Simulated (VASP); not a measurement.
**NiO2: single point with r2SCAN**

The system is NiO2.

```xyz
3
Lattice="2.7762 0.0000 0.0000 -1.3881 2.4043 0.0000 0.0000 0.0000 4.6070" Properties=species:S:1:pos:R:3 pbc="T T T"
Ni    0.0000    0.0000    2.3035
O     1.3881    0.8014    3.2428
O     0.0000    1.6029    1.3641
```

```yaml
Program: VASP 6.6.1
Task: single point
Functional: r2SCAN
Potentials_or_basis: VASP PAW PBE potentials, release 64 (Ni, O)
Cutoff: 520 eV
k_mesh: 12 × 12 × 8
Occupations: gaussian, width 0.05 eV
Spin: no spin polarisation
Dipole_correction: no
Further_INCAR_settings: ALGO = Normal; EDIFF = 1e-07; NBANDS = 18
```

```
Pressure               : 1.6 GPa
Largest force          : 0.136 eV/Å
Band gap on the k mesh : 1.41 eV, indirect (least direct gap 1.58 eV)
```

Forces in eV/Å, atoms in the order of the input:
```
Ni   0.000  0.000  0.000
O    0.000  0.000  0.136
O    0.000  0.000 -0.136
```

Stress tensor (GPa, compression positive):
```
1.82 0.00 0.00
0.00 1.82 0.00
0.00 0.00 1.03
```

Levels at points of the mesh, in eV from the valence-band top:
```csv
k point,band 8,band 9,band 10,band 11,band 12,band 13,band 14,band 15
"(0.00, 0.00, 0.00)",-0.83,-0.83,-0.53,-0.51,2.70,2.70,8.87,12.39
"(0.50, 0.00, 0.00)",-2.06,-1.99,-1.82,-1.11,2.01,2.66,13.86,14.63
"(0.00, 0.00, 0.50)",-1.83,-0.87,-0.87,-0.13,2.74,2.74,11.08,11.21
"(0.50, 0.00, 0.50)",-2.06,-1.84,-1.38,-1.24,2.03,2.57,12.93,14.24
```

It took 2.2 min on 1 thread of Intel(R) Xeon(R) Platinum 8559C (Emerald Rapids), with other jobs on the host, peak memory 0.2 GiB.

Caveat: the PAW data sets were made with another functional, which shifts forces and pressure a little. A k mesh can miss the band edges.
